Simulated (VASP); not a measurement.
Runs of VASP 6.6.1 on Al2O3. The structure is that of space group P-6m2 (No. 187), or close to it. The cells are those of the table. 

```csv
task,level,potentials or basis,cell,cutoff (eV),gap on the mesh (eV),pressure (GPa),relaxed volume (Å³/atom),largest force (eV/Å)
relaxation of cell and atoms,PBEsol+D3(BJ),"VASP PAW PBE potentials, release 64 (Al, O)","relaxed from a = 2.884, b = 2.884, c = 9.337 Å, angles 90.0, 90.0, 120.0°, 5 atoms",600,4.59,0.0,10.12,-
relaxation of cell and atoms,LDA,"VASP PAW LDA potentials, release 64 (Al, O)","relaxed from a = 2.884, b = 2.884, c = 9.337 Å, angles 90.0, 90.0, 120.0°, 5 atoms",600,4.75,0.0,10.21,-
single point,BLYP+D3(BJ),"VASP PAW PBE potentials, release 64 (Al, O)","a = 2.867, b = 2.867, c = 7.063 Å, angles 90.0, 90.0, 120.0°, 5 atoms",520,4.67,(a),-,0.02
single point,LDA,"VASP PAW LDA potentials, release 64 (Al, O)","a = 2.838, b = 2.838, c = 7.352 Å, angles 90.0, 90.0, 120.0°, 5 atoms",520,4.81,0.9,-,0.04
single point,PBEsol+D3(BJ),"VASP PAW PBE potentials, release 64 (Al, O)","a = 2.849, b = 2.849, c = 7.192 Å, angles 90.0, 90.0, 120.0°, 5 atoms",520,4.60,(c),-,(b)
```

Alike in all rows: no spin polarisation; k mesh 12 × 12 × 2; smearing gaussian 0.01 eV.

Task: Estimate the missing entries.

Result: (a) 0.6; (b) 0.03; (c) 0.3.

Caveats: some runs use coarse meshes; the PAW data sets were made with another functional, which shifts forces and pressure a little (some runs); the volume moved by over 15 % at a fixed basis, so the end points are rough (some runs).

A k mesh can miss the band edges.
